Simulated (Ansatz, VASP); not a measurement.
## Si5Te in VASP and in Ansatz

```
Si Te
1.0
     5.38697    0.00000    0.00000
    -2.69349    4.66526    0.00000
     0.00000    0.00000    4.38026
Si Te
5 1
Direct
  0.50000 0.00000 0.50000
  0.50000 0.50000 0.50000
  0.00000 0.50000 0.50000
  0.33333 0.66667 0.00000
  0.66667 0.33333 0.00000
  0.00000 0.00000 0.00000
```

Change from the starting cell: species swapped into the TbCu5 type (P6/mmm, No. 191).

Alike in both runs: task single point; functional PBE; k mesh 6 × 6 × 4; occupations gaussian, width 0.1 eV; no spin polarisation.

|  | VASP | Ansatz |
| --- | --- | --- |
| version | VASP 6.6.1 | Ansatz 0.2.0 |
| potentials or method | VASP PAW PBE potentials, release 64 (Si, Te), cutoff 520 eV | scalar-relativistic, plane waves, PAW |
| valence electrons in the cell | 26 | 36 |

VASP gave:

- gap on the k mesh at the Fermi level (eV): none
- pressure (GPa): -2.0
- traceless stress, the component that is largest in VASP (GPa): 2.26

What did Ansatz give for the same quantities?

gap on the k mesh at the Fermi level (eV): none; pressure (GPa): -2.0; traceless stress, the component that is largest in VASP (GPa): 2.25.

A gap of «none» marks a metal or a gap that the smearing closes. With one functional, cell and mesh, what is left measures potentials, basis and numerics. VASP's potentials hold 26 valence electrons a cell and Ansatz's 36, so a difference there can come from the potentials and not from the codes.

Spin-orbit coupling is off throughout.
